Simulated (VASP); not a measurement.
# Sn (I4/mmm) in VASP: notebook

Aim: see how the results for Sn move with the level of theory and the settings. Levels: PBEsol+D4, RPBE+D3(BJ), RPBE+D4, PBEsol. Tasks: relaxation of cell and atoms, single point.

All numbers are computed with VASP 6.6.1; they aren't measurements. Logs are shortened: lines on timing, memory, paths and dates and some standing lists are left out, and cuts for length are marked.

## (1) The cell of the first run

The structure is tetragonal, space group I4/mmm (No. 139). Conventional cell: a = 4.058 Å, b = 4.058 Å, c = 3.322 Å, α = 90.00°, β = 90.00°, γ = 90.00°. Sn (site symmetry 4/mmm) has 14 Sn at 3.32 to 4.06 Å within 4.4 Å.

## (2) Relaxation of cell and atoms, PBEsol+D4

Input file INCAR:

```
ALGO = Normal
EDIFF = 1E-6
EDIFFG = -0.01
ENCUT = 600
GGA = PS
IBRION = 2
ISIF = 3
ISMEAR = -1
IVDW = 13
LASPH = T
LCHARG = F
LREAL = F
LWAVE = F
NELM = 100
NSW = 60
PREC = Accurate
SIGMA = 0.05
```

Input file KPOINTS:

```
k-points
0
Gamma
  10 10 10
```

Input file POSCAR:

```
Sn
1.0
   -2.0291894110      2.0291894110      1.6607599896
    2.0291894110     -2.0291894110      1.6607599896
    2.0291894110      2.0291894110     -1.6607599896
Sn
1
Direct
    0.0000000000      0.0000000000      0.0000000000
```

Potentials or basis: VASP PAW PBE potentials, release 64 (Sn_d).

On the command line:

```bash
cat potpaw_PBE.64/Sn_d/POTCAR > POTCAR
mpirun -np 1 vasp_std > vasp.out
```

OUTCAR:

```text
EDIFF = 1E-6
   EDIFFG = -0.01
   ENCUT = 600
   GGA = PS
   IBRION = 2
   ISIF = 3
   ISMEAR = -1
   IVDW = 13
   LASPH = T
   LREAL = F
   NELM = 100
   NSW = 60
   PREC = Accurate

 ion  position               nearest neighbor table
   1  0.000  0.000  0.000-

  LATTYP: Found a body centered tetragonal cell.
 ALAT       =     4.0583788220
 C/A-ratio  =     0.8184351745

  Lattice vectors:

 A1 = (  -2.0291894110,   2.0291894110,   1.6607599896)
 A2 = (   2.0291894110,  -2.0291894110,   1.6607599896)
 A3 = (   2.0291894110,   2.0291894110,  -1.6607599896)

Analysis of symmetry for initial positions (statically):
=====================================================================
 Subroutine PRICEL returns:
 Original cell was already a primitive cell.

 Routine SETGRP: Setting up the symmetry group for a
 body centered tetragonal supercell.

 Subroutine GETGRP returns: Found 16 space group operations
 (whereof 16 operations were pure point group operations)
 out of a pool of 16 trial point group operations.

The static configuration has the point symmetry D_4h.

Analysis of symmetry for dynamics (positions and initial velocities):
=====================================================================
 Subroutine PRICEL returns:
 Original cell was already a primitive cell.

 Routine SETGRP: Setting up the symmetry group for a
 body centered tetragonal supercell.

 Subroutine GETGRP returns: Found 16 space group operations
 (whereof 16 operations were pure point group operations)
 out of a pool of 16 trial point group operations.

The dynamic configuration has the point symmetry D_4h.

 Subroutine INISYM returns: Found 16 space group operations
 (whereof 16 operations are pure point group operations),
 and found     1 'primitive' translations

----------------------------------------------------------------------------------------

                                     Primitive cell

  volume of cell :      27.3534

  direct lattice vectors                    reciprocal lattice vectors
    -2.029189411  2.029189411  1.660759990     0.000000000  0.246403809  0.301066983
     2.029189411 -2.029189411  1.660759990     0.246403809  0.000000000  0.301066983
     2.029189411  2.029189411 -1.660759990     0.246403809  0.246403809  0.000000000

  length of vectors
     3.315621069  3.315621069  3.315621069     0.389045197  0.389045197  0.348467608

  position of ions in fractional coordinates (direct lattice)
     0.000000000  0.000000000  0.000000000

  ion indices of the primitive-cell ions
   primitive index   ion index
                 1           1

----------------------------------------------------------------------------------------

 KPOINTS: k-points

Automatic generation of k-mesh.
 Grid dimensions read from file:
 generate k-points for:   10   10   10

 Generating k-lattice:

  Cartesian coordinates                     Fractional coordinates (reciprocal lattice)
     0.000000000  0.024640381  0.030106698     0.100000000 -0.000000000  0.000000000
     0.024640381  0.000000000  0.030106698    -0.000000000  0.100000000  0.000000000
     0.024640381  0.024640381  0.000000000     0.000000000  0.000000000  0.100000000

  Length of vectors
     0.038904520  0.038904520  0.034846761

  Shift w.r.t. Gamma in fractional coordinates (k-lattice)
     0.000000000  0.000000000  0.000000000

 Subroutine IBZKPT returns following result:
 ===========================================

 Found    102 irreducible k-points:

 Following reciprocal coordinates:
            Coordinates               Weight
  0.000000  0.000000  0.000000      1.000000
  0.100000  0.000000  0.000000      8.000000
  0.200000  0.000000  0.000000      8.000000
  0.300000  0.000000  0.000000      8.000000
  0.400000  0.000000  0.000000      8.000000
  0.500000  0.000000  0.000000      4.000000
[... 16 lines left out ...]
  0.300000  0.300000  0.000000      8.000000
  0.400000  0.300000  0.000000     16.000000
 [... further k-points ...]
   k-points           NKPTS =    102   k-points in BZ     NKDIM =    102   number of bands    NBANDS=     11
   number of dos      NEDOS =    301   number of ions     NIONS =      1
   total plane-waves  NPLWV =  21952
   dimension x,y,z NGX =    28 NGY =   28 NGZ =   28
   dimension x,y,z NGXF=    56 NGYF=   56 NGZF=   56
   ions per type =               1
   NGX,Y,Z   is equivalent  to a cutoff of  14.04, 14.04, 14.04 a.u.
   NGXF,Y,Z  is equivalent  to a cutoff of  28.08, 28.08, 28.08 a.u.
 SYSTEM =  unknown system
   PREC   = accura    normal or accurate (medium, high low for compatibility)
   ISTART =      0    job   : 0-new  1-cont  2-samecut
   ICHARG =      2    charge: 1-file 2-atom 10-const
   ISPIN  =      1    spin polarized calculation?
   LNONCOLLINEAR =      F non collinear calculations
   LSORBIT =      F    spin-orbit coupling
   LASPH  =      T    aspherical Exc in radial PAW
   ENCUT  =  600.0 eV  44.10 Ry    6.64 a.u.   6.62  6.62  6.62*2*pi/ulx,y,z
   NELM   =    100;   NELMIN=  2; NELMDL= -5     # of ELM steps
   EDIFF  = 0.1E-05   stopping-criterion for ELM
   LREAL  =      F    real-space projection
   EDIFFG = -.1E-01   stopping-criterion for IOM
   NSW    =     60    number of steps for IOM
   IBRION =      2    ionic relax: 0-MD 1-quasi-New 2-CG
   NFREE  =      1    steps in history (QN), initial steepest desc. (CG)
   ISIF   =      3    stress and relaxation
   ISYM   =      2    0-nonsym 1-usesym 2-fastsym
   POTIM  = 0.5000    time-step for ionic-motion
   TEBEG  =    0.0;   TEEND  =   0.0 temperature during run
   PSTRESS=    0.0 pullay stress
   NELECT =      14.0000    total number of electrons
   NUPDOWN=      -1.0000    fix difference up-down
   EMIN   =  10.00;   EMAX   =-10.00  energy-range for DOS
   EFERMI =   0.00;   METHOD = LEGACY
   ISMEAR =    -1;   SIGMA  =   0.05  broadening in eV -4-tet -1-fermi 0-gaus
   EFERMI_NEDOS =   21; number of points for ismear=-14 and -15
   IALGO  =     38    algorithm
   IMIX   =      4    mixing-type and parameters
     AMIX     =   0.40;   BMIX     =  1.00
     AMIX_MAG =   1.60;   BMIX_MAG =  1.00
  volume/ion in A,a.u.               =      27.35       184.59
  Fermi-wavevector in a.u.,A,eV,Ry     =   1.309524  2.474642 23.331997  1.714853
  Thomas-Fermi vector in A             =   2.440117
   LORBIT       =      0    0 simple, 1 ext, 2 COOP (PROOUT), +10 PAW based schemes
   GGA     = PS    functional components
   LHFCALC =     F    Hartree Fock is set to
   AEXX    =    0.0000 exact exchange contribution
   IVDW    =    13    specifies the selected vdW correction
   LEPSILON=     F    determine dielectric tensor
   LRPA    =     F    only Hartree local field effects (RPA)
 conjugate gradient relaxation of ions
 non-spin polarized calculation
  energy-cutoff  :      600.00
  volume of cell :       27.35
 maximum number of plane-waves:       937
   NGX = 13   NGY = 13   NGZ = 13

--------------------------------------- Ionic step        1  -------------------------------------------

 number of electron      14.0000001 magnetization

 Free energy of the ion-electron system (eV)
  ---------------------------------------------------
  ext. energy  EPLUGINS =         0.00000000
  ---------------------------------------------------
  free energy    TOTEN  =        -4.22827014 eV

  energy without entropy =       -4.22353161  energy(sigma->0) =       -4.22590087

------------------------ aborting loop because EDIFF is reached ----------------------------------------

  DFT-D4 for vdW energy calculation

  Edisp (eV):   -0.24432

  FORCE on cell =-STRESS in cart. coord.  units (eV):
  Direction    XX          YY          ZZ          XY          YZ          ZX
  --------------------------------------------------------------------------------------
  -------------------------------------------------------------------------------------
  Total      -0.63048    -0.63048    -0.45196     0.00000     0.00000     0.00000
  in kB     -36.92902   -36.92902   -26.47297     0.00000     0.00000     0.00000
  external pressure =      -33.44 kB  Pullay stress =        0.00 kB

 VOLUME and BASIS-vectors are now :
 -----------------------------------------------------------------------------
  energy-cutoff  :      600.00
  volume of cell :       27.35
      direct lattice vectors                 reciprocal lattice vectors
    -2.029189411  2.029189411  1.660759990     0.000000000  0.246403809  0.301066983
     2.029189411 -2.029189411  1.660759990     0.246403809  0.000000000  0.301066983
     2.029189411  2.029189411 -1.660759990     0.246403809  0.246403809  0.000000000
[... 118 lines left out ...]
 POSITION                                       TOTAL-FORCE (eV/Angst)
 -----------------------------------------------------------------------------------
      0.00000      0.00000      3.28362         0.000000      0.000000     -0.000000
 -----------------------------------------------------------------------------------
    total drift:                                0.000000     -0.000000      0.000000

  FREE ENERGIE OF THE ION-ELECTRON SYSTEM (eV)
  ---------------------------------------------------
  free  energy   TOTEN  =        -4.4941039808 eV

  energy  without entropy=       -4.4898507847  energy(sigma->0) =       -4.49197738

--------------------------------------- Ionic step        5  -------------------------------------------

 number of electron      14.0000002 magnetization

 Free energy of the ion-electron system (eV)
  ---------------------------------------------------
  ext. energy  EPLUGINS =         0.00000000
  ---------------------------------------------------
  free energy    TOTEN  =        -4.23276632 eV

  energy without entropy =       -4.22832579  energy(sigma->0) =       -4.23054606

 E-fermi :   8.6658     XC(G=0): -10.7949

 val. band max:        8.6544550329   @ k =  -0.2000   0.4000   0.1000
 cond. band min:       8.6907410571   @ k =   0.4000   0.3000   0.1000
 fundamental gap:      0.0362860242
 Fermi energy:         8.6658429336

 k-point     1 :       0.0000    0.0000    0.0000
  band No.  band energies     occupation
      1     -12.8280      2.00000
      2     -12.7448      2.00000
      3     -12.7448      2.00000
      4     -12.7170      2.00000
      5     -12.5914      2.00000
      6      -2.8900      2.00000
      7      16.0796      0.00000
      8      16.0796      0.00000
      9      18.5648      0.00000
     10      19.5790      0.00000
     11      20.8060      0.00000

 k-point     2 :       0.1000    0.0000    0.0000
  band No.  band energies     occupation
      1     -12.8173      2.00000
      2     -12.7441      2.00000
      3     -12.7387      2.00000
      4     -12.7047      2.00000
      5     -12.5980      2.00000
      6      -2.6414      2.00000
      7      15.3054      0.00000
      8      15.4073      0.00000
      9      16.9069      0.00000
     10      19.8034      0.00000
     11      19.8597      0.00000
[... 295 lines left out ...]
 k-point    24 :       0.4000    0.3000    0.0000
  band No.  band energies     occupation
      1     -12.8005      2.00000
      2     -12.6998      2.00000
      3     -12.6661      2.00000
      4     -12.6259      2.00000
      5     -12.5996      2.00000
      6       2.6065      2.00000
      7       5.8909      2.00000
      8       7.3892      2.00000
      9      13.2877      0.00000
     10      18.3998      0.00000
     11      20.4474      0.00000

 [... further k-points ...]

------------------------ aborting loop because EDIFF is reached ----------------------------------------

  DFT-D4 for vdW energy calculation

  Edisp (eV):   -0.26139

  FORCE on cell =-STRESS in cart. coord.  units (eV):
  Direction    XX          YY          ZZ          XY          YZ          ZX
  --------------------------------------------------------------------------------------
  -------------------------------------------------------------------------------------
  Total      -0.00398    -0.00398     0.00420     0.00000     0.00000     0.00000
  in kB      -0.24941    -0.24941     0.26344     0.00000     0.00000     0.00000
  external pressure =       -0.08 kB  Pullay stress =        0.00 kB

 VOLUME and BASIS-vectors are now :
 -----------------------------------------------------------------------------
  energy-cutoff  :      600.00
  volume of cell :       25.54
      direct lattice vectors                 reciprocal lattice vectors
    -1.969744509  1.969744509  1.645571228     0.000000000  0.253840027  0.303845857
     1.969744509 -1.969744509  1.645571228     0.253840027  0.000000000  0.303845857
     1.969744509  1.969744509 -1.645571228     0.253840027  0.253840027  0.000000000

 POSITION                                       TOTAL-FORCE (eV/Angst)
 -----------------------------------------------------------------------------------
      0.00000      0.00000     -0.00000        -0.000000      0.000000      0.000000
 -----------------------------------------------------------------------------------
    total drift:                               -0.000000     -0.000000      0.000000

  FREE ENERGIE OF THE ION-ELECTRON SYSTEM (eV)
  ---------------------------------------------------
  free  energy   TOTEN  =        -4.4941599365 eV

  energy  without entropy=       -4.4897194126  energy(sigma->0) =       -4.49193967

 reached required accuracy - stopping structural energy minimisation
```

Wall time 2.8 min (1 thread of Intel Xeon 8259CL, shared host); peak memory 0.19 GiB.

Results:

```yaml
Free_energy: -4.4942 eV
Relaxed_volume: 25.54 Å³/atom
Relaxed_cell: a = 3.235 Å, b = 3.235 Å, c = 3.235 Å, α = 104.99°, β = 104.99°, γ = 118.86°
Space_group_after_relaxing_to_0.1_Å: I4/mmm (No. 139)
Energy_gained_by_relaxing: 21.6 meV/atom
Ionic_steps: 5
Pressure_after_relaxing: 0.0 GPa
Band_gap_on_the_k_mesh: zero (bands 7 and 8 overlap by 9.69 eV)
Dispersion_energy_per_atom: -0.261 eV
```

The path:
```csv
step,energy change (eV),largest force (eV/Å),pressure (GPa),volume (Å³)
1,0.0000,0.0000,-3.34,27.35
2,-0.0195,0.0000,1.10,25.15
3,-0.0207,0.0000,0.11,25.55
4,-0.0215,0.0000,0.02,25.54
5,-0.0216,0.0000,-0.01,25.54
```

Final structure:
```
Sn
1.0
    -1.96974    1.96974    1.64557
     1.96974   -1.96974    1.64557
     1.96974    1.96974   -1.64557
Sn
1
Direct
  0.00000 0.00000 0.00000
```

Levels at points of the mesh, in eV from the Fermi level:
```
           k point  band 4  band 5  band 6  band 7  band 8  band 9  band 10  band 11
(0.00, 0.00, 0.00)  -21.38  -21.26  -11.56    7.41    7.41    9.90    10.91    12.14
(0.50, 0.00, 0.00)  -21.23  -21.19   -5.88   -4.52    3.29    4.62     7.60     7.67
(0.50, 0.50, 0.00)  -21.31  -21.20   -7.33   -5.03    5.89    7.99    10.63    10.97
(0.50, 0.50, 0.50)  -21.22  -21.19   -2.96   -1.60   -1.60    2.26     3.06     5.94
```

Caveat: the PAW data sets were made with another functional, which shifts forces and pressure a little; spin-orbit coupling is left out, which moves the levels of the heavy elements.

## (3) Relaxation of cell and atoms, RPBE+D3(BJ)

Input file INCAR:

```
ALGO     = Fast           # electronic algorithm
EDIFF    = 1E-6           # SCF threshold, eV
EDIFFG   = -0.01          # ionic threshold
ENCUT    = 600            # plane-wave cutoff, eV
GGA      = RP             # functional
IBRION   = 2              # ionic algorithm
ISIF     = 3              # what is computed and relaxed
ISMEAR   = -1             # smearing method
IVDW     = 12             # dispersion correction
LASPH    = T              # aspherical terms in the spheres
LCHARG   = F              # write CHGCAR
LREAL    = F              # projectors in reciprocal space
LWAVE    = F              # write WAVECAR
NELM     = 80             # most SCF steps
NSW      = 60             # ionic steps
PREC     = Accurate       # precision mode
SIGMA    = 0.05           # smearing width, eV
```

KPOINTS is that of step 2.

POSCAR is that of step 2.

Potentials or basis: VASP PAW PBE potentials, release 64 (Sn_d).

On the command line:

```bash
cat potpaw_PBE.64/Sn_d/POTCAR > POTCAR
mpirun -np 1 vasp_std > vasp.out
```

Run time: 7.1 min. Hardware: 1 thread of Intel Xeon 8259CL, shared host; peak memory 0.2 GiB.

Results (log left out):

| Property | Result |
| --- | --- |
| Free energy | -5.8757 eV |
| Relaxed volume | 20.68 Å³/atom |
| Relaxed cell | a = 3.005 Å, b = 3.005 Å, c = 3.005 Å, α = 106.35°, β = 106.35°, γ = 115.92° |
| Space group after relaxing (to 0.1 Å) | I4/mmm (No. 139) |
| Energy gained by relaxing | 458.7 meV/atom |
| Ionic steps | 12 |
| Pressure after relaxing | 0.1 GPa |
| Band gap on the k mesh | zero (bands 7 and 8 overlap by 12.84 eV) |
| Dispersion energy per atom | -2.999 eV |

The path:
```csv
step,energy change (eV),largest force (eV/Å),pressure (GPa),volume (Å³)
1,0.0000,0.0000,-16.35,27.35
2,-0.1929,0.0000,29.01,17.72
3,-0.4354,0.0000,-0.08,21.01
4,-0.4357,0.0000,0.04,20.89
5,-0.4549,0.0000,0.55,20.68
6,-0.4567,0.0000,0.64,20.63
7,-0.4582,0.0000,0.96,20.51
8,-0.4583,0.0000,0.91,20.54
9,-0.4583,0.0000,0.83,20.56
10,-0.4584,0.0000,0.85,20.55
11,-0.4580,0.0000,-1.12,20.88
12,-0.4587,0.0000,0.05,20.68
```

Final structure:
```
CELL_PARAMETERS angstrom
-1.80105 1.80105 1.59410
1.80105 -1.80105 1.59410
1.80105 1.80105 -1.59410
ATOMIC_POSITIONS crystal
Sn 0.00000 0.00000 0.00000
```

Levels at points of the mesh, in eV from the Fermi level:
| k point | band 3 | band 4 | band 5 | band 6 | band 7 | band 8 | band 9 | band 10 | band 11 |
| --- | --- | --- | --- | --- | --- | --- | --- | --- | --- |
| (0.00, 0.00, 0.00) | -21.91 | -21.75 | -21.61 | -13.41 | 9.67 | 9.67 | 12.09 | 12.86 | 12.86 |
| (0.50, 0.00, 0.00) | -21.68 | -21.59 | -21.47 | -6.29 | -5.87 | 4.07 | 5.47 | 8.54 | 9.08 |
| (0.50, 0.50, 0.00) | -21.76 | -21.68 | -21.49 | -7.50 | -6.32 | 6.24 | 8.10 | 11.05 | 11.43 |
| (0.50, 0.50, 0.50) | -21.53 | -21.53 | -21.48 | -1.79 | -1.79 | -1.26 | 1.31 | 3.02 | 5.31 |

Caveat: the volume moved by over 15 % at a fixed basis, so the end points are rough; the PAW data sets were made with another functional, which shifts forces and pressure a little; spin-orbit coupling is left out, which moves the levels of the heavy elements.

(Continued in part 2 of 2.)
